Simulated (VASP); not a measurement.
Lu, 2 atoms in the cell. It takes space group Fd-3m (No. 227, cubic). The conventional cell has a = 7.146 Å, b = 7.146 Å, c = 7.146 Å, α = 90.00°, β = 90.00°, γ = 90.00°. Within 4.1 Å of Lu (site symmetry -43m) lie 4 Lu at 3.09 Å. This isn't the form of Lu at room conditions, which is hcp.

| Property | Result |
| --- | --- |
| Program | VASP 6.6.1 |
| Task | single point |
| Functional | PBE |
| Potentials or basis | VASP PAW PBE potentials, release 64 (Lu) |
| Cutoff | 520 eV |
| k mesh | 10 × 10 × 10 |
| Occupations | fermi-dirac, width 0.08 eV |
| Spin | no spin polarisation |
| Dipole correction | no |
| Further INCAR settings | ALGO = Normal; EDIFF = 1e-06; NBANDS = 32 |

Potentials or basis: VASP PAW PBE potentials, release 64 (Lu).

Launch:

```console
$ cat potpaw_PBE.64/Lu/POTCAR > POTCAR
$ mpirun -np 1 vasp_std > vasp.out
```

Hardware: 1 thread of Intel(R) Xeon(R) 6975P-C (Granite Rapids) (shared host).

Q: How long does it take, and how much memory?

A: Run time: 65 s on 1 thread of Intel(R) Xeon(R) 6975P-C (Granite Rapids), on a shared host, peak memory 0.3 GiB. Counts: scf iterations 13, k points 47.
